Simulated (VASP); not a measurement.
# Li2SbMo3 (P-6m2) in VASP: further runs, part 2 of 2

VASP 6.6.1. Earlier steps stand in the parts before.

## 3. Single point, PBE

This run uses another cell than the first one, of 36.64 Å³/atom.

Input file INCAR:

```
  ALGO = Fast
  EDIFF = 1E-6
  ENCUT = 520
  GGA = PE
  ISIF = 2
  ISMEAR = 0
  LASPH = True
  LCHARG = False
  LREAL = False
  LWAVE = False
  NBANDS = 36
  NELM = 60
  PREC = Accurate
  SIGMA = 0.1
```

Input file KPOINTS:

```
k-points
0
Gamma
  12 12 4
```

Input file POSCAR:

```
Li2SbMo3
1.0
    4.8075067307      0.0000000000      0.0000000000
   -2.4037533653      4.1634229576      0.0000000000
    0.0000000000      0.0000000000     10.9827346889
Li Sb Mo
2 1 3
Direct
    0.0000000000      0.0000000000      0.2511576823
    0.0000000000      0.0000000000      0.7488423177
    0.0000000000      0.0000000000      0.5000000000
    0.1687920731      0.8312079269      0.0000000000
    0.1687920731      0.3375841462      0.0000000000
    0.6624158538      0.8312079269      0.0000000000
```

Potentials or basis: VASP PAW PBE potentials, release 64 (Li_sv, Sb, Mo_sv).

On the command line:

```bash
$ cat potpaw_PBE.64/Li_sv/POTCAR potpaw_PBE.64/Sb/POTCAR potpaw_PBE.64/Mo_sv/POTCAR > POTCAR
$ mpirun -np 1 vasp_std > vasp.out
```

OUTCAR:

```text
EDIFF = 1E-6
   ENCUT = 520
   GGA = PE
   ISIF = 2
   ISMEAR = 0
   LASPH = True
   LREAL = False
   NELM = 60
   PREC = Accurate

 ion  position               nearest neighbor table
   1  0.000  0.000  0.251-   3 2.73
   2  0.000  0.000  0.749-   3 2.73
   3  0.000  0.000  0.500-   1 2.73   2 2.73
   4  0.169  0.831  0.000-   5 2.37   6 2.37   5 2.43   6 2.43
[... 1146 lines left out ...]
  --------------------------------------------------------------------------------------
  -------------------------------------------------------------------------------------
  Total        0.3161661      0.3161661     -0.0122748      0.0000000     -0.0000000      0.0000000
  in kB        2.3043316      2.3043316     -0.0894632      0.0000000     -0.0000000      0.0000000
  external PRESSURE =       1.5064000 kB  Pullay stress =       0.0000000 kB

 VOLUME and BASIS-vectors are now :
 -----------------------------------------------------------------------------
  energy-cutoff  :      520.00
  volume of cell :      219.83
      direct lattice vectors                 reciprocal lattice vectors
     4.807506731  0.000000000  0.000000000     0.208008029  0.120093492  0.000000000
    -2.403753365  4.163422958  0.000000000     0.000000000  0.240186983  0.000000000
     0.000000000  0.000000000 10.982734689     0.000000000  0.000000000  0.091052004

 POSITION                                       TOTAL-FORCE (eV/Angst)
 -----------------------------------------------------------------------------------
      0.00000      0.00000      2.75840        -0.000000      0.000000     -0.000798
      0.00000      0.00000      8.22434        -0.000000      0.000000      0.000798
      0.00000      0.00000      5.49137        -0.000000      0.000000      0.000000
     -1.18655      3.46067      0.00000        -0.058520      0.033787     -0.000000
      0.00000      1.40551      0.00000        -0.000000     -0.067574      0.000000
      1.18655      3.46067      0.00000         0.058520      0.033787     -0.000000
 -----------------------------------------------------------------------------------
    total drift:                                0.000000     -0.000000     -0.000000

  FREE ENERGIE OF THE ION-ELECTRON SYSTEM (eV)
  ---------------------------------------------------
  free  energy   TOTEN  =       -31.7261014269 eV

  energy  without entropy=      -31.6873792626  energy(sigma->0) =      -31.70674034
```

OSZICAR:

```text
N       E                     dE             d eps       ncg     rms          rms(c)
DAV:   1     0.479196900214E+03    0.47920E+03   -0.29039E+04  5120   0.132E+03
DAV:   2    -0.355390083523E+01   -0.48275E+03   -0.46849E+03  4824   0.377E+02
DAV:   3    -0.303586566167E+02   -0.26805E+02   -0.25712E+02  6108   0.714E+01
[... 27 lines left out ...]
RMM:  31    -0.317260976596E+02   -0.13418E-05   -0.15693E-05  4292   0.194E-02    0.106E-03
RMM:  32    -0.317260988135E+02   -0.11539E-05   -0.13694E-05  4182   0.185E-02    0.125E-03
RMM:  33    -0.317260998248E+02   -0.10113E-05   -0.12310E-05  4245   0.178E-02    0.133E-03
RMM:  34    -0.317261007169E+02   -0.89215E-06   -0.10908E-05  4105   0.170E-02    0.142E-03
RMM:  35    -0.317261014269E+02   -0.71002E-06   -0.90367E-06  3865   0.164E-02
   1 F= -.31726101E+02 E0= -.31706740E+02  d E =-.387222E-01
```

Run time: 37 min. Hardware: 1 thread of Intel Xeon 8259CL, shared host; peak memory 0.55 GiB.

Results:

* Free energy: -31.7261 eV
* Largest force: 0.068 eV/Å
* Band gap on the k mesh: zero (an odd number of electrons rules out a gap without spin polarisation)

Forces on the atoms (eV/Å):
```
Li   0.000  0.000 -0.001
Li   0.000  0.000  0.001
Sb   0.000  0.000  0.000
Mo  -0.059  0.034  0.000
Mo   0.000 -0.068  0.000
Mo   0.059  0.034  0.000
```

Caveat: the cutoff is under 1.25 times the usual one of these potentials, so pressure, stress and relaxed cells hold a basis-set (Pulay) error; spin-orbit coupling is left out, which moves the levels of the heavy elements.

## 4. Single point, PBE

This run uses another cell than the first one, of 36.64 Å³/atom.

Input file INCAR:

```
SYSTEM = Li2SbMo3
PREC = Accurate
ENCUT = 520
EDIFF = 1E-7
ISMEAR = 0
SIGMA = 0.1
LREAL = .FALSE.
LASPH = .TRUE.
NELM = 100
ALGO = Fast
ISIF = 2
LWAVE = .FALSE.
LCHARG = .FALSE.
GGA = PE
NBANDS = 36
```

Input file KPOINTS:

```
Automatic mesh
0
G
  12 12 4
  0 0 0
```

Input file POSCAR:

```
Li2SbMo3
1.0
    4.8075043615      0.0000000000      0.0000000000
   -2.4037521808      4.1634209059      0.0000000000
    0.0000000000      0.0000000000     10.9827644450
Li Sb Mo
2 1 3
Direct
    0.0000000000      0.0000000000      0.2511584585
    0.0000000000      0.0000000000      0.7488415415
    0.0000000000      0.0000000000      0.5000000000
    0.1687928858      0.8312071142      0.0000000000
    0.1687928858      0.3375857717      0.0000000000
    0.6624142283      0.8312071142      0.0000000000
```

On the command line:

```bash
$ cat potpaw_PBE.64/Li_sv/POTCAR potpaw_PBE.64/Sb/POTCAR potpaw_PBE.64/Mo_sv/POTCAR > POTCAR
$ mpirun -np 1 vasp_std > vasp.out
```

Run time: 78 min. Hardware: 1 thread of Intel Xeon 8259CL, shared host; peak memory 0.56 GiB.

Results (log left out):

```yaml
Free_energy: -31.7261 eV
Largest_force: 0.068 eV/Å
Band_gap_on_the_k_mesh: zero (an odd number of electrons rules out a gap without spin polarisation)
```

Forces in eV/Å, atoms in the order of the input:
```
Li   0.000  0.000 -0.001
Li   0.000  0.000  0.001
Sb   0.000  0.000  0.000
Mo  -0.058  0.034  0.000
Mo   0.000 -0.068  0.000
Mo   0.058  0.034  0.000
```

Levels at points of the mesh, in eV from the Fermi level:
| k point | band 23 | band 24 | band 25 | band 26 | band 27 | band 28 | band 29 | band 30 |
| --- | --- | --- | --- | --- | --- | --- | --- | --- |
| (0.00, 0.00, 0.00) | -1.54 | -1.32 | 0.18 | 0.90 | 0.90 | 1.53 | 1.53 | 3.20 |
| (0.50, 0.00, 0.00) | -0.99 | -0.65 | -0.30 | -0.05 | -0.04 | 0.27 | 0.45 | 0.50 |
| (0.00, 0.00, 0.50) | -1.54 | -1.07 | -0.19 | 0.92 | 0.92 | 1.50 | 1.50 | 3.21 |
| (0.50, 0.00, 0.50) | -0.95 | -0.62 | -0.37 | -0.05 | -0.04 | 0.26 | 0.48 | 0.50 |

Caveat: the cutoff is under 1.25 times the usual one of these potentials, so pressure, stress and relaxed cells hold a basis-set (Pulay) error; spin-orbit coupling is left out, which moves the levels of the heavy elements.
